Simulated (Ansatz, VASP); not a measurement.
## BP: VASP beside Ansatz

File POSCAR:

```
BP
1.0
    0.0000000000      2.2218805800      2.2218805800
    2.2218805800      0.0000000000      2.2218805800
    2.2218805800      2.2218805800      0.0000000000
B P
1 1
Direct
    0.0000000000      0.0000000000      0.0000000000
    0.2500000000      0.2500000000      0.2500000000
```

Contents of INCAR.step1:

```
PREC = Accurate
ENCUT = 520
ISMEAR = -1
SIGMA = 0.02
LREAL = F
LASPH = T
NELM = 100
GGA = PE
ALGO = Normal
EDIFF = 1E-4
LWAVE = T
LCHARG = F
```

File INCAR.step2:

```
PREC = Accurate
ENCUT = 520
EDIFF = 1E-7
ISMEAR = -1
SIGMA = 0.02
LREAL = F
LASPH = T
NELM = 100
ALGO = Normal
ISIF = 2
LWAVE = F
LCHARG = F
METAGGA = R2SCAN
LMIXTAU = T
IBRION = 2
NSW = 50
EDIFFG = -0.01
ISTART = 1
```

File KPOINTS:

```
regular mesh
0
Gamma
  10 10 10
```

Input for Ansatz:

```yaml
crystal:
  lattice:
    - [0.0, 2.22188053, 2.22188053]
    - [2.22188053, 0.0, 2.22188053]
    - [2.22188053, 2.22188053, 0.0]
  atoms:
    - { symbol: B, position: [0.0, 0.0, 0.0] }
    - { symbol: P, position: [0.25, 0.25, 0.25] }
  symmetry: { tolerance: 0.0003 }
hamiltonian:
  xc: r2scan
  pseudopotentials: { kind: paw, azcp: { folder: soft_1 } }
basis:
  ecutwfc: 500
magnetization:
  spin_polarized: false
scf:
  occupations: { method: fermi_dirac, width: 0.02 }
kpoints:
  mp_grid: { grid: [10, 10, 10], shift: [0, 0, 0] }
  band_path:
    path:
      - [0.0, 0.0, 0.0]
      - [-0.5, -0.5, 0.0]
      - [-0.375, -0.375, 0.25]
      - [-0.375, 0.0, 0.375]
      - [0.0, 0.0, 0.0]
      - [0.0, 0.0, 0.5]
      - [-0.5, -0.25, 0.25]
      - [-0.5, -0.5, 0.0]
    npoints: 10
output:
  forces: true
  stress: true
  eigenvalues: true
  write_potential: true
  elf: true
  volumetric_format: npy
  dos: { e_range: [-12, 8], de: 0.05 }
relax:
  max_steps: 30
```

Alike in both runs: task relaxation of the atoms; functional r2SCAN; k mesh 10 × 10 × 10; occupations fermi-dirac, width 0.02 eV; no spin polarisation.

|  | VASP | Ansatz |
| --- | --- | --- |
| version | VASP 6.6.1 | Ansatz 0.2.0 |
| potentials or method | VASP PAW PBE potentials, release 64 (B, P), cutoff 520 eV | PAW plane waves |
| valence electrons in the cell | 8 | 8 |

```tsv
	VASP	Ansatz	Ansatz less VASP
gap on the k mesh at the Fermi level, each at its own relaxed structure (eV)	1.36	1.33	-0.032
```

VASP's potentials were made for PBE, not for r2SCAN. Ansatz's warnings: stress scf threshold loose.

Noted on VASP's run: the relaxation stopped at its first step, so nothing moved.
